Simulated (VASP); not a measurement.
# Si8NO14 (a cell with a defect) in VASP: single point with PBE+D3(BJ)

Aim: the single point of Si8NO14 (a cell with a defect) with PBE+D3(BJ).

Program: VASP 6.6.1. These are calculated values, not measurements. Logs are shortened: lines on timing, memory, paths and dates and some standing lists are left out, and cuts for length are marked.

### Step 1. The cell of the first run

The cell holds a defect, 23 atoms: a = 5.912 Å, b = 5.912 Å, c = 5.336 Å, α = 90.00°, β = 90.00°, γ = 90.00°.

### Step 2. Single point, PBE+D3(BJ)

File INCAR:

```
ALGO = Normal
EDIFF = 1E-6
ENCUT = 520
GGA = PE
ISIF = 2
ISMEAR = -1
IVDW = 12
LASPH = T
LCHARG = F
LREAL = Auto
LWAVE = F
NBANDS = 78
NELECT = 120.0
NELM = 100
PREC = Accurate
SIGMA = 0.02
```

File KPOINTS:

```
k-points
0
Gamma
  2 2 2
```

File POSCAR:

```
Si8NO14
1.0
   -4.1801000000     -4.1801000000      0.0000000000
    4.1801000000     -4.1801000000      0.0000000000
    0.0000000000      0.0000000000      5.3356000000
Si N O
8 1 14
Direct
    0.5524963518      0.5000000000      0.0000000000
   -0.0247522787      0.5000000000      0.2691168753
    0.4776971843      0.5000000000      0.5000000000
   -0.0247522787      0.5000000000      0.7308831247
    0.0047441449      0.0000000000      0.0000000000
    0.5017162269      0.0000000000      0.2484286678
    0.0111255712      0.0000000000      0.5000000000
    0.5017162269      0.0000000000      0.7515713322
   -0.1625300830      0.5000000000      0.0000000000
    0.0107040501      0.1977450300      0.2511710023
    0.0107040501      0.8022549700      0.2511710023
    0.1805437669      0.5000000000      0.5000000000
    0.0107040501      0.1977450300      0.7488289977
    0.7832704959      0.5000000000      0.5000000000
    0.0107040501      0.8022549700      0.7488289977
    0.6986440516      0.0000000000      0.0000000000
    0.4860953087      0.6900081338      0.2427200315
    0.3073802062      0.0000000000      0.0000000000
    0.4860953087      0.3099918662      0.2427200315
    0.6995275233      0.0000000000      0.5000000000
    0.4860953087      0.6900081338      0.7572799685
    0.3126752948      0.0000000000      0.5000000000
    0.4860953087      0.3099918662      0.7572799685
```

Potentials or basis: VASP PAW PBE potentials, release 64 (Si, N, O).

On the command line:

```bash
cat potpaw_PBE.64/Si/POTCAR potpaw_PBE.64/N/POTCAR potpaw_PBE.64/O/POTCAR > POTCAR
mpirun -np 1 vasp_std > vasp.out
```

OUTCAR:

```text
EDIFF = 1E-6
   ENCUT = 520
   GGA = PE
   ISIF = 2
   ISMEAR = -1
   IVDW = 12
   LASPH = T
   LREAL = Auto
   NELECT = 120.0
   NELM = 100
   PREC = Accurate
 IVDW          = 12

 ion  position               nearest neighbor table
   1  0.552  0.500  0.000-   9 1.68  17 1.76  19 1.76  21 1.76  23 1.76   3 2.70   3 2.70   2 2.88
                             4 2.88
   2  0.975  0.500  0.269-   9 1.65  14 1.67  12 1.73  10 1.80  11 1.80   4 2.46   4 2.87   1 2.88

   3  0.478  0.500  0.500-  12 1.76  17 1.77  19 1.77  21 1.77  23 1.77  14 1.81   1 2.70   1 2.70

   4  0.975  0.500  0.731-   9 1.65  14 1.67  12 1.73  13 1.80  15 1.80   2 2.46   2 2.87   1 2.88

   5  0.005  0.000  0.000-  10 1.78  11 1.78  13 1.78  15 1.78  18 1.79  16 1.81   7 2.67   7 2.67

   6  0.502  0.000  0.248-  22 1.75  18 1.75  16 1.76  20 1.78  17 1.84  19 1.84   8 2.65   8 2.68

   7  0.011  0.000  0.500-  10 1.77  11 1.77  13 1.77  15 1.77  22 1.78  20 1.84   5 2.67   5 2.67

   8  0.502  0.000  0.752-  22 1.75  18 1.75  16 1.76  20 1.78  21 1.84  23 1.84   6 2.65   6 2.68

   9  0.837  0.500  0.000-   2 1.65   4 1.65   1 1.68
  10  0.011  0.198  0.251-   7 1.77   5 1.78   2 1.80
  11  0.011  0.802  0.251-   7 1.77   5 1.78   2 1.80
  12  0.181  0.500  0.500-   2 1.73   4 1.73   3 1.76
  13  0.011  0.198  0.749-   7 1.77   5 1.78   4 1.80
  14  0.783  0.500  0.500-   2 1.67   4 1.67   3 1.81
  15  0.011  0.802  0.749-   7 1.77   5 1.78   4 1.80
  16  0.699  0.000  0.000-   6 1.76   8 1.76   5 1.81
  17  0.486  0.690  0.243-   1 1.76   3 1.77   6 1.84
  18  0.307  0.000  0.000-   6 1.75   8 1.75   5 1.79
  19  0.486  0.310  0.243-   1 1.76   3 1.77   6 1.84
  20  0.700  0.000  0.500-   6 1.78   8 1.78   7 1.84
  21  0.486  0.690  0.757-   1 1.76   3 1.77   8 1.84
  22  0.313  0.000  0.500-   6 1.75   8 1.75   7 1.78
  23  0.486  0.310  0.757-   1 1.76   3 1.77   8 1.84

  LATTYP: Found a simple tetragonal cell.
 ALAT       =     5.9115541121
 C/A-ratio  =     0.9025714556

  Lattice vectors:

 A1 = (  -4.1801000000,  -4.1801000000,   0.0000000000)
 A2 = (   4.1801000000,  -4.1801000000,   0.0000000000)
 A3 = (   0.0000000000,   0.0000000000,   5.3356000000)

Analysis of symmetry for initial positions (statically):
=====================================================================
 Subroutine PRICEL returns:
 Original cell was already a primitive cell.

 Routine SETGRP: Setting up the symmetry group for a
 simple tetragonal supercell.

 Subroutine GETGRP returns: Found  4 space group operations
 (whereof  4 operations were pure point group operations)
 out of a pool of 16 trial point group operations.

The static configuration has the point symmetry C_2v.

Analysis of symmetry for dynamics (positions and initial velocities):
=====================================================================
 Subroutine PRICEL returns:
 Original cell was already a primitive cell.

 Routine SETGRP: Setting up the symmetry group for a
 simple tetragonal supercell.

 Subroutine GETGRP returns: Found  4 space group operations
 (whereof  4 operations were pure point group operations)
 out of a pool of 16 trial point group operations.

The dynamic configuration has the point symmetry C_2v.

 Subroutine INISYM returns: Found  4 space group operations
 (whereof  4 operations are pure point group operations),
 and found     1 'primitive' translations

----------------------------------------------------------------------------------------

                                     Primitive cell

  volume of cell :     186.4604

  direct lattice vectors                    reciprocal lattice vectors
    -4.180100000 -4.180100000  0.000000000    -0.119614363 -0.119614363  0.000000000
     4.180100000 -4.180100000  0.000000000     0.119614363 -0.119614363  0.000000000
     0.000000000  0.000000000  5.335600000     0.000000000  0.000000000  0.187420346

  length of vectors
     5.911554112  5.911554112  5.335600000     0.169160255  0.169160255  0.187420346

  position of ions in fractional coordinates (direct lattice)
     0.552496352  0.500000000  0.000000000
     0.975247721  0.500000000  0.269116875
     0.477697184  0.500000000  0.500000000
     0.975247721  0.500000000  0.730883125
     0.004744145  0.000000000  0.000000000
     0.501716227  0.000000000  0.248428668
[... 15 lines left out ...]
     0.312675295  0.000000000  0.500000000
     0.486095309  0.309991866  0.757279969

  ion indices of the primitive-cell ions
   primitive index   ion index
                 1           1
                 2           2
                 3           3
                 4           4
                 5           5
                 6           6
[... 15 lines left out ...]
                22          22
                23          23

----------------------------------------------------------------------------------------

 KPOINTS: k-points

Automatic generation of k-mesh.
 Grid dimensions read from file:
 generate k-points for:    2    2    2

 Generating k-lattice:

  Cartesian coordinates                     Fractional coordinates (reciprocal lattice)
    -0.059807182 -0.059807182  0.000000000     0.500000000  0.000000000  0.000000000
     0.059807182 -0.059807182  0.000000000     0.000000000  0.500000000  0.000000000
     0.000000000  0.000000000  0.093710173     0.000000000  0.000000000  0.500000000

  Length of vectors
     0.084580127  0.084580127  0.093710173

  Shift w.r.t. Gamma in fractional coordinates (k-lattice)
     0.000000000  0.000000000  0.000000000

 Subroutine IBZKPT returns following result:
 ===========================================

 Found      8 irreducible k-points:

 Following reciprocal coordinates:
            Coordinates               Weight
  0.000000  0.000000  0.000000      1.000000
  0.500000  0.000000  0.000000      1.000000
  0.000000  0.500000  0.000000      1.000000
  0.500000  0.500000  0.000000      1.000000
  0.000000  0.000000  0.500000      1.000000
  0.500000  0.000000  0.500000      1.000000
  0.000000  0.500000  0.500000      1.000000
  0.500000  0.500000  0.500000      1.000000
   k-points           NKPTS =      8   k-points in BZ     NKDIM =      8   number of bands    NBANDS=     78
   number of dos      NEDOS =    301   number of ions     NIONS =     23
   total plane-waves  NPLWV =  92160
   dimension x,y,z NGX =    48 NGY =   48 NGZ =   40
   dimension x,y,z NGXF=    96 NGYF=   96 NGZF=   80
   ions per type =               8   1  14
   NGX,Y,Z   is equivalent  to a cutoff of  13.50, 13.50, 12.46 a.u.
   NGXF,Y,Z  is equivalent  to a cutoff of  27.00, 27.00, 24.93 a.u.
 SYSTEM =  unknown system
   PREC   = accura    normal or accurate (medium, high low for compatibility)
   ISTART =      0    job   : 0-new  1-cont  2-samecut
   ICHARG =      2    charge: 1-file 2-atom 10-const
   ISPIN  =      1    spin polarized calculation?
   LNONCOLLINEAR =      F non collinear calculations
   LSORBIT =      F    spin-orbit coupling
   LASPH  =      T    aspherical Exc in radial PAW
   ENCUT  =  520.0 eV  38.22 Ry    6.18 a.u.  10.99 10.99  9.92*2*pi/ulx,y,z
   NELM   =    100;   NELMIN=  2; NELMDL= -5     # of ELM steps
   EDIFF  = 0.1E-05   stopping-criterion for ELM
   LREAL  =      T    real-space projection
   EDIFFG = 0.1E-04   stopping-criterion for IOM
   NSW    =      0    number of steps for IOM
   IBRION =     -1    ionic relax: 0-MD 1-quasi-New 2-CG
   NFREE  =      0    steps in history (QN), initial steepest desc. (CG)
   ISIF   =      2    stress and relaxation
   ISYM   =      2    0-nonsym 1-usesym 2-fastsym
   POTIM  = 0.5000    time-step for ionic-motion
   TEBEG  =    0.0;   TEEND  =   0.0 temperature during run
   PSTRESS=    0.0 pullay stress
   NELECT =     120.0000    total number of electrons
   NUPDOWN=      -1.0000    fix difference up-down
   EMIN   =  10.00;   EMAX   =-10.00  energy-range for DOS
   EFERMI =   0.00;   METHOD = LEGACY
   ISMEAR =    -1;   SIGMA  =   0.02  broadening in eV -4-tet -1-fermi 0-gaus
   EFERMI_NEDOS =   21; number of points for ismear=-14 and -15
   IALGO  =     38    algorithm
   IMIX   =      4    mixing-type and parameters
     AMIX     =   0.40;   BMIX     =  1.00
     AMIX_MAG =   1.60;   BMIX_MAG =  1.00
  volume/ion in A,a.u.               =       8.11        54.71
  Fermi-wavevector in a.u.,A,eV,Ry     =   1.413426  2.670988 27.181349  1.997773
  Thomas-Fermi vector in A             =   2.535073
   LORBIT       =      0    0 simple, 1 ext, 2 COOP (PROOUT), +10 PAW based schemes
   GGA     = PE    functional components
   LHFCALC =     F    Hartree Fock is set to
   AEXX    =    0.0000 exact exchange contribution
   IVDW    =    12    specifies the selected vdW correction
   LEPSILON=     F    determine dielectric tensor
   LRPA    =     F    only Hartree local field effects (RPA)
 non-spin polarized calculation
  energy-cutoff  :      520.00
  volume of cell :      186.46
 maximum number of plane-waves:      5032
 NGX is ok and might be reduce to    48
   NGX = 21   NGY = 21   NGZ = 19

 number of electron     119.9999935 magnetization

 Free energy of the ion-electron system (eV)
  ---------------------------------------------------
  ext. energy  EPLUGINS =         0.00000000
  ---------------------------------------------------
  free energy    TOTEN  =      -184.40044701 eV

  energy without entropy =     -184.40044701  energy(sigma->0) =     -184.40044701

 E-fermi :   8.8156     XC(G=0): -11.9533

 val. band max:        8.2959540541   @ k =   0.0000   0.0000   0.0000
 cond. band min:      10.6822859521   @ k =   0.0000   0.0000   0.0000
 fundamental gap:      2.3863318980
 Fermi energy:         8.8156236248

 k-point     1 :       0.0000    0.0000    0.0000
  band No.  band energies     occupation
      1     -14.4984      2.00000
      2     -13.0874      2.00000
      3     -12.7327      2.00000
      4     -11.8413      2.00000
      5     -11.8282      2.00000
      6     -11.5354      2.00000
[... 64 lines left out ...]
     71      17.2926      0.00000
     72      17.7957      0.00000

 k-point     2 :       0.5000    0.0000    0.0000
  band No.  band energies     occupation
      1     -14.0010      2.00000
      2     -13.8162      2.00000
      3     -12.5773      2.00000
      4     -12.2179      2.00000
      5     -11.7312      2.00000
      6     -11.5509      2.00000
[... 64 lines left out ...]
     71      17.1162      0.00000
     72      17.4003      0.00000

 k-point     3 :       0.0000    0.5000    0.0000
  band No.  band energies     occupation
      1     -14.0927      2.00000
      2     -13.7274      2.00000
      3     -12.4486      2.00000
      4     -12.0236      2.00000
      5     -11.8530      2.00000
      6     -11.6614      2.00000
[... 364 lines left out ...]
     71      18.1243      0.00000
     72      18.2666      0.00000

 k-point     8 :       0.5000    0.5000    0.5000
  band No.  band energies     occupation
      1     -13.6284      2.00000
      2     -12.9335      2.00000
      3     -12.5718      2.00000
      4     -12.4787      2.00000
      5     -12.4167      2.00000
      6     -12.4046      2.00000
[... 64 lines left out ...]
     71      17.7758      0.00000
     72      17.8037      0.00000
 [bands above 72 left out]

------------------------ aborting loop because EDIFF is reached ----------------------------------------

 Edisp (eV)   -5.54047

 E8    (eV) :    -1.9183

  FORCE on cell =-STRESS in cart. coord.  units (eV):
  Direction    XX          YY          ZZ          XY          YZ          ZX
  --------------------------------------------------------------------------------------
  -------------------------------------------------------------------------------------
  Total      -6.85516    -6.85516     3.91605     6.13766     0.00000     0.00000
  in kB     -58.90353   -58.90353    33.64901    52.73834     0.00000     0.00000
  external pressure =      -28.05 kB  Pullay stress =        0.00 kB

 VOLUME and BASIS-vectors are now :
 -----------------------------------------------------------------------------
  energy-cutoff  :      520.00
  volume of cell :      186.46
      direct lattice vectors                 reciprocal lattice vectors
    -4.180100000 -4.180100000  0.000000000    -0.119614363 -0.119614363  0.000000000
     4.180100000 -4.180100000  0.000000000     0.119614363 -0.119614363  0.000000000
     0.000000000  0.000000000  5.335600000     0.000000000  0.000000000  0.187420346

 POSITION                                       TOTAL-FORCE (eV/Angst)
 -----------------------------------------------------------------------------------
     -0.21944     -4.39954      0.00000        -0.012209     -0.012209     -0.000000
     -1.98658     -6.16668      1.43590        -0.002710     -0.002710     -0.058557
      0.09323     -4.08687      2.66780         0.016744      0.016744     -0.000000
     -1.98658     -6.16668      3.89970        -0.002710     -0.002710      0.058557
     -0.01983     -0.01983      0.00000        -0.028375     -0.028375     -0.000000
     -2.09722     -2.09722      1.32552         0.030036      0.030036     -0.000122
[... 15 lines left out ...]
     -1.30701     -1.30701      2.66780         0.016113      0.016113     -0.000000
     -0.73613     -3.32772      4.04054        -0.018024      0.001643      0.003546
 -----------------------------------------------------------------------------------
    total drift:                                0.006635      0.006635      0.000001

  FREE ENERGIE OF THE ION-ELECTRON SYSTEM (eV)
  ---------------------------------------------------
  free  energy   TOTEN  =      -189.9409212408 eV

  energy  without entropy=     -189.9409212408  energy(sigma->0) =     -189.94092124
```

Wall time 2.9 min (1 thread of Intel Xeon Platinum 8488C (Sapphire Rapids), shared host); peak memory 0.33 GiB.

What came out:

```yaml
Free_energy: -189.9409 eV
Largest_force: 0.059 eV/Å
Dispersion_energy_per_atom: -0.241 eV
```

Forces on the atoms (eV/Å):
```
Si  -0.012 -0.012  0.000
Si  -0.003 -0.003 -0.059
Si   0.017  0.017  0.000
Si  -0.003 -0.003  0.059
Si  -0.028 -0.028  0.000
Si   0.030  0.030  0.000
Si  -0.020 -0.020  0.000
Si   0.030  0.030  0.000
N   -0.004 -0.004  0.000
O    0.022 -0.001  0.006
O   -0.001  0.022  0.006
O   -0.026 -0.026  0.000
O    0.022 -0.001 -0.006
O    0.031  0.031  0.000
O   -0.001  0.022 -0.006
O   -0.023 -0.023  0.000
O    0.002 -0.018 -0.004
O    0.008  0.008  0.000
O   -0.018  0.002 -0.004
O   -0.022 -0.022  0.000
O    0.002 -0.018  0.004
O    0.016  0.016  0.000
O   -0.018  0.002  0.004
```

Caveat: the k points lie up to 0.59 Å⁻¹ apart; the cell carries a net charge on a neutralising background, which shifts energy and pressure; the cell is charged against a uniform background, so pressure and absolute levels hang on convention.
